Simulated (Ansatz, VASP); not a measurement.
**Ba2CaBe2: VASP beside Ansatz**

The input INCAR:

```
SYSTEM = Ba2CaBe2
PREC = Accurate ; ENCUT = 520
EDIFF = 1E-6 ; ISMEAR = 0
SIGMA = 0.013 ; LREAL = .False.
LASPH = .True. ; NELM = 100
ALGO = Normal ; ISIF = 2
LWAVE = .False. ; LCHARG = .False.
GGA = PS ; NBANDS = 45
```

KPOINTS

```
regular mesh
0
Gamma
  4 4 2
  0 0 0
```

The input POSCAR:

```
Ba2CaBe2
1.0
    4.6280070000      0.0000000000      0.0000000000
    0.0000000000      4.6280070000      0.0000000000
    0.0000000000      0.0000000000     11.4203560000
Ba Ca Be
4 2 4
Direct
    0.2500000000      0.2500000000      0.3680000000
    0.7500000000      0.7500000000      0.6320000000
    0.7500000000      0.2500000000      0.0000000000
    0.2500000000      0.7500000000      0.0000000000
    0.2500000000      0.2500000000      0.7490000000
    0.7500000000      0.7500000000      0.2510000000
    0.2500000000      0.2500000000      0.1080000000
    0.7500000000      0.7500000000      0.8920000000
    0.7500000000      0.2500000000      0.5000000000
    0.2500000000      0.7500000000      0.5000000000
```

Input for Ansatz:

```yaml
crystal:
  lattice:
    - [4.628007, 0.0, 0.0]
    - [0.0, 4.628007, 0.0]
    - [0.0, 0.0, 11.420356]
  atoms:
    - { symbol: Ba, position: [0.25, 0.25, 0.368] }
    - { symbol: Ba, position: [0.75, 0.75, 0.632] }
    - { symbol: Ca, position: [0.25, 0.25, 0.749] }
    - { symbol: Ca, position: [0.75, 0.75, 0.251] }
    - { symbol: Be, position: [0.25, 0.25, 0.108] }
    - { symbol: Be, position: [0.75, 0.75, 0.892] }
    - { symbol: Ba, position: [0.75, 0.25, 0.0] }
    - { symbol: Ba, position: [0.25, 0.75, 0.0] }
    - { symbol: Be, position: [0.75, 0.25, 0.5] }
    - { symbol: Be, position: [0.25, 0.75, 0.5] }
  symmetry: { tolerance: 0.0003 }
kpoints:
  mp_grid: { grid: [4, 4, 2], shift: [0, 0, 0] }
magnetization:
  spin_polarized: false
scf:
  occupations: { method: gaussian, width: 0.013 }
hamiltonian:
  pseudopotentials: { kind: paw }
  xc: pbesol
basis:
  ecutwfc: "700 eV"
output:
  forces: true
  stress: true
  eigenvalues: true
```

Alike in both runs: task single point; functional PBEsol; k mesh 4 × 4 × 2; occupations gaussian, width 0.013 eV; no spin polarisation.

```csv
,VASP,Ansatz
version,VASP 6.6.1,Ansatz 0.2.0
potentials or method,"VASP PAW PBE potentials, release 64 (Ba_sv, Ca_sv, Be), cutoff 520 eV",PAW plane waves
valence electrons in the cell,68,68
```

```tsv
	VASP	Ansatz	Ansatz less VASP
gap on the k mesh at the Fermi level (eV)	none	none	-
pressure (GPa)	12.2	11.4	-0.73
rms of the force components (eV/Å)	0.770	0.755	-0.0157
```

VASP's potentials were made for PBE, not for PBEsol. A gap of «none» marks a metal or a gap that the smearing closes.

Neither program's run includes spin-orbit coupling.
